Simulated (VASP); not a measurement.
# Ge (Fd-3m) in VASP: notebook

The runs below take Ge through single point, with LDA.

Everything below comes from runs of VASP 6.6.1. Logs are shortened: lines on timing, memory, paths and dates and some standing lists are left out, and cuts for length are marked.

**Experimental background.**

From “Electronic and optical properties of SixGe1-x-ySny alloys lattice-matched to Ge”, 2021, arxiv:2109.02782, for a bulk crystal of Ge at 300 K: band gap 0.807 eV (direct).

How close the calculation comes is told below.

## 1. The cell of the first run

Symmetry: Fd-3m, No. 227, cubic system. The conventional cell has a = 5.658 Å, b = 5.658 Å, c = 5.658 Å, α = 90.00°, β = 90.00°, γ = 90.00°. Ge (site symmetry -43m) has 4 Ge at 2.45 Å within 3.2 Å.

## 2. Single point, LDA

The input, INCAR:

```
SYSTEM = Ge
PREC = Accurate ; ENCUT = 520
EDIFF = 1E-6 ; ISMEAR = 0
SIGMA = 0.1 ; LREAL = .False.
LASPH = .True. ; NELM = 60
ALGO = Normal ; ISIF = 2
LWAVE = .False. ; LCHARG = .False.
GGA = CA ; NBANDS = 21
```

The input, KPOINTS:

```
Automatic mesh
0
Gamma
  6 6 6
  0 0 0
```

The input, POSCAR:

```
Ge
1.0
    0.0000000000      2.8287700000      2.8287700000
    2.8287700000      0.0000000000      2.8287700000
    2.8287700000      2.8287700000      0.0000000000
Ge
2
Direct
    0.5000000000      0.5000000000      0.5000000000
    0.7500000000      0.7500000000      0.7500000000
```

Potentials or basis: VASP PAW LDA potentials, release 64 (Ge_d).

On the command line:

```sh
$ cat potpaw_LDA.64/Ge_d/POTCAR > POTCAR
$ mpirun -np 1 vasp_std > vasp.out
```

OUTCAR:

```text
SYSTEM = Ge
   PREC = Accurate
   ENCUT = 520
   EDIFF = 1E-6
   ISMEAR = 0
   LREAL = .False.
   LASPH = .True.
   NELM = 60
   ISIF = 2
   GGA = CA

 ion  position               nearest neighbor table
   1  0.500  0.500  0.500-   2 2.45   2 2.45   2 2.45   2 2.45
   2  0.750  0.750  0.750-   1 2.45   1 2.45   1 2.45   1 2.45

  LATTYP: Found a face centered cubic cell.
 ALAT       =     5.6575400000

  Lattice vectors:

 A1 = (   0.0000000000,   2.8287700000,   2.8287700000)
 A2 = (   2.8287700000,   0.0000000000,   2.8287700000)
 A3 = (   2.8287700000,   2.8287700000,   0.0000000000)

Analysis of symmetry for initial positions (statically):
=====================================================================
 Subroutine PRICEL returns:
 Original cell was already a primitive cell.

 Routine SETGRP: Setting up the symmetry group for a
 face centered cubic supercell.

 Subroutine GETGRP returns: Found 48 space group operations
 (whereof 24 operations were pure point group operations)
 out of a pool of 48 trial point group operations.

The static configuration has the point symmetry T_d .
 The point group associated with its full space group is O_h .

Analysis of symmetry for dynamics (positions and initial velocities):
=====================================================================
 Subroutine PRICEL returns:
 Original cell was already a primitive cell.

 Routine SETGRP: Setting up the symmetry group for a
 face centered cubic supercell.

 Subroutine GETGRP returns: Found 48 space group operations
 (whereof 24 operations were pure point group operations)
 out of a pool of 48 trial point group operations.

The dynamic configuration has the point symmetry T_d .
 The point group associated with its full space group is O_h .

 Subroutine INISYM returns: Found 48 space group operations
 (whereof 24 operations are pure point group operations),
 and found     1 'primitive' translations

----------------------------------------------------------------------------------------

                                     Primitive cell

  volume of cell :      45.2713

  direct lattice vectors                    reciprocal lattice vectors
     0.000000000  2.828770000  2.828770000    -0.176755268  0.176755268  0.176755268
     2.828770000  0.000000000  2.828770000     0.176755268 -0.176755268  0.176755268
     2.828770000  2.828770000  0.000000000     0.176755268  0.176755268 -0.176755268

  length of vectors
     4.000484899  4.000484899  4.000484899     0.306149105  0.306149105  0.306149105

  position of ions in fractional coordinates (direct lattice)
     0.500000000  0.500000000  0.500000000
     0.750000000  0.750000000  0.750000000

  ion indices of the primitive-cell ions
   primitive index   ion index
                 1           1
                 2           2

----------------------------------------------------------------------------------------

 KPOINTS: Automatic mesh

Automatic generation of k-mesh.
 Grid dimensions read from file:
 generate k-points for:    6    6    6

 Generating k-lattice:

  Cartesian coordinates                     Fractional coordinates (reciprocal lattice)
    -0.029459211  0.029459211  0.029459211     0.166666667  0.000000000  0.000000000
     0.029459211 -0.029459211  0.029459211     0.000000000  0.166666667  0.000000000
     0.029459211  0.029459211 -0.029459211     0.000000000  0.000000000  0.166666667

  Length of vectors
     0.051024851  0.051024851  0.051024851

  Shift w.r.t. Gamma in fractional coordinates (k-lattice)
     0.000000000  0.000000000  0.000000000

 Subroutine IBZKPT returns following result:
 ===========================================

 Found     16 irreducible k-points:

 Following reciprocal coordinates:
            Coordinates               Weight
  0.000000  0.000000  0.000000      1.000000
  0.166667  0.000000  0.000000      8.000000
  0.333333  0.000000  0.000000      8.000000
  0.500000  0.000000  0.000000      4.000000
  0.166667  0.166667  0.000000      6.000000
  0.333333  0.166667  0.000000     24.000000
[... 8 lines left out ...]
 -0.333333  0.333333  0.166667     24.000000
 -0.333333  0.500000  0.166667     12.000000
   k-points           NKPTS =     16   k-points in BZ     NKDIM =     16   number of bands    NBANDS=     21
   number of dos      NEDOS =    301   number of ions     NIONS =      2
   total plane-waves  NPLWV =  27000
   dimension x,y,z NGX =    30 NGY =   30 NGZ =   30
   dimension x,y,z NGXF=    60 NGYF=   60 NGZF=   60
   ions per type =               2
   NGX,Y,Z   is equivalent  to a cutoff of  12.47, 12.47, 12.47 a.u.
   NGXF,Y,Z  is equivalent  to a cutoff of  24.93, 24.93, 24.93 a.u.
 SYSTEM =  Ge
   PREC   = accura    normal or accurate (medium, high low for compatibility)
   ISTART =      0    job   : 0-new  1-cont  2-samecut
   ICHARG =      2    charge: 1-file 2-atom 10-const
   ISPIN  =      1    spin polarized calculation?
   LNONCOLLINEAR =      F non collinear calculations
   LSORBIT =      F    spin-orbit coupling
   LASPH  =      T    aspherical Exc in radial PAW
   ENCUT  =  520.0 eV  38.22 Ry    6.18 a.u.   7.44  7.44  7.44*2*pi/ulx,y,z
   NELM   =     60;   NELMIN=  2; NELMDL= -5     # of ELM steps
   EDIFF  = 0.1E-05   stopping-criterion for ELM
   LREAL  =      F    real-space projection
   EDIFFG = 0.1E-04   stopping-criterion for IOM
   NSW    =      0    number of steps for IOM
   IBRION =     -1    ionic relax: 0-MD 1-quasi-New 2-CG
   NFREE  =      0    steps in history (QN), initial steepest desc. (CG)
   ISIF   =      2    stress and relaxation
   ISYM   =      2    0-nonsym 1-usesym 2-fastsym
   POTIM  = 0.5000    time-step for ionic-motion
   TEBEG  =    0.0;   TEEND  =   0.0 temperature during run
   PSTRESS=    0.0 pullay stress
   NELECT =      28.0000    total number of electrons
   NUPDOWN=      -1.0000    fix difference up-down
   EMIN   =  10.00;   EMAX   =-10.00  energy-range for DOS
   EFERMI =   0.00;   METHOD = LEGACY
   ISMEAR =     0;   SIGMA  =   0.10  broadening in eV -4-tet -1-fermi 0-gaus
   EFERMI_NEDOS =   21; number of points for ismear=-14 and -15
   IALGO  =     38    algorithm
   IMIX   =      4    mixing-type and parameters
     AMIX     =   0.40;   BMIX     =  1.00
     AMIX_MAG =   1.60;   BMIX_MAG =  1.00
  volume/ion in A,a.u.               =      22.64       152.75
  Fermi-wavevector in a.u.,A,eV,Ry     =   1.394825  2.635838 26.470653  1.945538
  Thomas-Fermi vector in A             =   2.518337
   LORBIT       =      0    0 simple, 1 ext, 2 COOP (PROOUT), +10 PAW based schemes
   GGA     = CA    functional components
   LHFCALC =     F    Hartree Fock is set to
   AEXX    =    0.0000 exact exchange contribution
   IVDW    =     0    specifies the selected vdW correction
   LEPSILON=     F    determine dielectric tensor
   LRPA    =     F    only Hartree local field effects (RPA)
 non-spin polarized calculation
 Gauss-broadening in eV      SIGMA  =   0.10
  energy-cutoff  :      520.00
  volume of cell :       45.27
 maximum number of plane-waves:      1243
 NGX is ok and might be reduce to    30
   NGX = 15   NGY = 15   NGZ = 15

 number of electron      28.0000022 magnetization

 Free energy of the ion-electron system (eV)
  ---------------------------------------------------
  ext. energy  EPLUGINS =         0.00000000
  ---------------------------------------------------
  free energy    TOTEN  =       -10.34253531 eV

  energy without entropy =      -10.34107315  energy(sigma->0) =      -10.34180423

 E-fermi :   4.7275     XC(G=0): -10.2851

 val. band max:        4.5927015957   @ k =   0.0000   0.0000   0.0000
 cond. band min:       4.7343151291   @ k =   0.0000   0.0000   0.0000
 fundamental gap:      0.1416135334
 Fermi energy:         4.7274941817

 k-point     1 :       0.0000    0.0000    0.0000
  band No.  band energies     occupation
      1     -20.2018      2.00000
      2     -20.2018      2.00000
      3     -20.2018      2.00000
      4     -20.1652      2.00000
      5     -20.1652      2.00000
      6     -19.9545      2.00000
[... 13 lines left out ...]
     20      14.2787      0.00000
     21      14.2787      0.00000

 k-point     2 :       0.1667    0.0000    0.0000
  band No.  band energies     occupation
      1     -20.2137      2.00000
      2     -20.2137      2.00000
      3     -20.1975      2.00000
      4     -20.1479      2.00000
      5     -20.1479      2.00000
      6     -19.9716      2.00000
[... 13 lines left out ...]
     20      13.0887      0.00000
     21      13.0887      0.00000

 k-point     3 :       0.3333    0.0000    0.0000
  band No.  band energies     occupation
      1     -20.2239      2.00000
      2     -20.2239      2.00000
      3     -20.1886      2.00000
      4     -20.1288      2.00000
      5     -20.1288      2.00000
      6     -19.9859      2.00000
[... 13 lines left out ...]
     20      13.6990      0.00000
     21      13.6990      0.00000

 k-point     4 :       0.5000    0.0000    0.0000
  band No.  band energies     occupation
      1     -20.2263      2.00000
      2     -20.2263      2.00000
      3     -20.1840      2.00000
      4     -20.1233      2.00000
      5     -20.1233      2.00000
      6     -19.9891      2.00000
[... 13 lines left out ...]
     20      15.6438      0.00000
     21      15.9031      0.00000

 k-point     5 :       0.1667    0.1667    0.0000
  band No.  band energies     occupation
      1     -20.2114      2.00000
      2     -20.2114      2.00000
      3     -20.2107      2.00000
      4     -20.1496      2.00000
      5     -20.1279      2.00000
      6     -20.0053      2.00000
[... 13 lines left out ...]
     20      12.9506      0.00000
     21      14.7510      0.00000
[... 190 lines left out ...]
     20      16.1685      0.00000
     21      17.5602      0.00000

 k-point    14 :       0.5000    0.3333    0.1667
  band No.  band energies     occupation
      1     -20.2412      2.00000
      2     -20.2381      2.00000
      3     -20.1626      2.00000
      4     -20.1084      2.00000
      5     -20.0742      2.00000
      6     -20.0579      2.00000
[... 13 lines left out ...]
     20      14.5653      0.00000
     21      17.0152      0.00000

 k-point    15 :      -0.3333    0.3333    0.1667
  band No.  band energies     occupation
      1     -20.2512      2.00000
      2     -20.2409      2.00000
      3     -20.1404      2.00000
      4     -20.0903      2.00000
      5     -20.0678      2.00000
      6     -20.0598      2.00000
[... 13 lines left out ...]
     20      16.4569      0.00000
     21      16.5920      0.00000

 k-point    16 :      -0.3333    0.5000    0.1667
  band No.  band energies     occupation
      1     -20.2466      2.00000
      2     -20.2466      2.00000
      3     -20.1201      2.00000
      4     -20.1201      2.00000
      5     -20.0542      2.00000
      6     -20.0542      2.00000
[... 13 lines left out ...]
     20      15.6805      0.00000
     21      17.6275      0.00000

------------------------ aborting loop because EDIFF is reached ----------------------------------------

  FORCE on cell =-STRESS in cart. coord.  units (eV):
  Direction    XX          YY          ZZ          XY          YZ          ZX
  --------------------------------------------------------------------------------------
  -------------------------------------------------------------------------------------
  Total       -0.2688372     -0.2688372     -0.2688372     -0.0000000      0.0000000     -0.0000000
  in kB       -9.5143049     -9.5143049     -9.5143049     -0.0000000      0.0000000     -0.0000000
  external PRESSURE =      -9.5143049 kB  Pullay stress =       0.0000000 kB

 VOLUME and BASIS-vectors are now :
 -----------------------------------------------------------------------------
  energy-cutoff  :      520.00
  volume of cell :       45.27
      direct lattice vectors                 reciprocal lattice vectors
     0.000000000  2.828770000  2.828770000    -0.176755268  0.176755268  0.176755268
     2.828770000  0.000000000  2.828770000     0.176755268 -0.176755268  0.176755268
     2.828770000  2.828770000  0.000000000     0.176755268  0.176755268 -0.176755268

 POSITION                                       TOTAL-FORCE (eV/Angst)
 -----------------------------------------------------------------------------------
      2.82877      2.82877      2.82877        -0.000000     -0.000000     -0.000000
      4.24315      4.24315      4.24315         0.000000      0.000000      0.000000
 -----------------------------------------------------------------------------------
    total drift:                                0.000000     -0.000000     -0.000000

  FREE ENERGIE OF THE ION-ELECTRON SYSTEM (eV)
  ---------------------------------------------------
  free  energy   TOTEN  =       -10.3425353060 eV

  energy  without entropy=      -10.3410731455  energy(sigma->0) =      -10.34180423
```

It took 11 s on 1 thread of Intel Xeon Platinum 8559C (Emerald Rapids), shared host; peak memory 0.14 GiB.

What came out:

```
Free energy            : -10.3425 eV
Pressure               : -1.0 GPa
Band gap on the k mesh : zero (filled and empty bands touch)
```

(Continued in part 2 of 2.)
